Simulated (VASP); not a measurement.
Set up this calculation in VASP 6.6.1, as the native input.

* Task: single point
* Functional: r2SCAN
* Potentials or basis: VASP PAW PBE potentials, release 64 (Zr_sv, S)
* Cutoff: 520 eV
* k mesh: 2 × 2 × 2
* Occupations: gaussian, width 0.1 eV
* Spin: no spin polarisation
* Dipole correction: no
* Further INCAR settings: ALGO = Normal; EDIFF = 1e-06; NBANDS = 16

The system is ZrS.

```
Zr S
1.0
     0.00000    2.62500    2.62500
     2.62500    0.00000    2.62500
     2.62500    2.62500    0.00000
Zr S
1 1
Cartesian
  0.0000 0.0000 0.0000
  2.6250 2.6250 2.6250
```

These files were run (other wordings do the same):

POSCAR

```
ZrS
1.0
    0.0000000000      2.6250000000      2.6250000000
    2.6250000000      0.0000000000      2.6250000000
    2.6250000000      2.6250000000      0.0000000000
Zr S
1 1
Direct
    0.0000000000      0.0000000000      0.0000000000
    0.5000000000      0.5000000000      0.5000000000
```

INCAR.step1

```
SYSTEM = ZrS
PREC = Accurate
ENCUT = 520
ISMEAR = 0
SIGMA = 0.1
LREAL = .FALSE.
LASPH = .TRUE.
NELM = 80
NBANDS = 16
GGA = PE
ALGO = Normal
EDIFF = 1E-4
LWAVE = .TRUE.
LCHARG = .FALSE.
```

INCAR.step2

```
SYSTEM = ZrS
PREC = Accurate
ENCUT = 520
EDIFF = 1E-6
ISMEAR = 0
SIGMA = 0.1
LREAL = .FALSE.
LASPH = .TRUE.
NELM = 80
ALGO = Normal
ISIF = 2
LWAVE = .FALSE.
LCHARG = .FALSE.
METAGGA = R2SCAN
LMIXTAU = .TRUE.
NBANDS = 16
ISTART = 1
```

KPOINTS

```
regular mesh
0
G
  2 2 2
  0 0 0
```

Potentials or basis: VASP PAW PBE potentials, release 64 (Zr_sv, S).

Command:

```console
$ cat potpaw_PBE.64/Zr_sv/POTCAR potpaw_PBE.64/S/POTCAR > POTCAR
$ cp INCAR.step1 INCAR
$ mpirun -np 1 vasp_std > vasp.out
$ cp INCAR.step2 INCAR
$ mpirun -np 1 vasp_std > vasp.out
```

Results of the run:

| Property | Result |
| --- | --- |
| Pressure | -3.8 GPa |
| Band gap on the k mesh | zero (band 9 reaches 12.43 eV, above the bottom of band 10 at 9.52 eV) |

Caveat: the k points lie up to 1.04 Å⁻¹ apart; the PAW data sets were made with another functional, which shifts forces and pressure a little.

It took 8.9 s on 1 thread of Intel(R) Xeon(R) 6975P-C (Granite Rapids), with other jobs on the host, peak memory 0.16 GiB.
